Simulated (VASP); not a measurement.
**CsSnBr3: single point with PBE**

CsSnBr3:

```
Cs Sn Br
1.0
     5.79560    0.00000    0.00000
     0.00000    5.79560    0.00000
     0.00000    0.00000    5.79560
Cs Sn Br
1 1 3
Direct
  0.00000 0.00000 0.00000
  0.50000 0.50000 0.50000
  0.50000 0.00000 0.50000
  0.50000 0.50000 0.00000
  0.00000 0.50000 0.50000
```

- Program: VASP 6.6.1
- Task: single point
- Functional: PBE
- Potentials or basis: VASP PAW PBE potentials, release 64 (Cs_sv, Sn_d, Br)
- Cutoff: 500 eV
- k mesh: 6 × 6 × 6
- Occupations: gaussian, width 0.01 eV
- Spin: no spin polarisation
- Dipole correction: no
- Further INCAR settings: ALGO = Normal; EDIFF = 1e-06; NBANDS = 30

```
Pressure               : 1.1 GPa
Band gap on the k mesh : 0.38 eV
```

Levels at points of the mesh, in eV from the valence-band top:
```csv
k point,band 19,band 20,band 21,band 22,band 23,band 24,band 25,band 26
"(0.00, 0.00, 0.00)",-3.20,-3.06,-3.06,-3.06,2.10,3.10,3.10,3.75
"(0.50, 0.00, 0.00)",-3.34,-3.18,-3.18,-2.09,1.41,3.56,4.18,4.19
"(0.50, 0.50, 0.00)",-3.47,-3.47,-2.70,-1.02,0.93,0.93,3.88,4.25
"(0.50, 0.50, 0.50)",-2.68,-2.68,-2.68,0.00,0.38,0.38,0.38,3.58
```

It took 74 s on 1 thread of Intel(R) Xeon(R) Platinum 8259CL CPU @ 2.50GHz (Skylake/Cascade Lake), on a shared host, peak memory 0.32 GiB.

Caveat: semilocal functionals underestimate gaps, and a narrow one can read as zero; spin-orbit coupling is left out, which moves the levels of the heavy elements. A k mesh can miss the band edges.
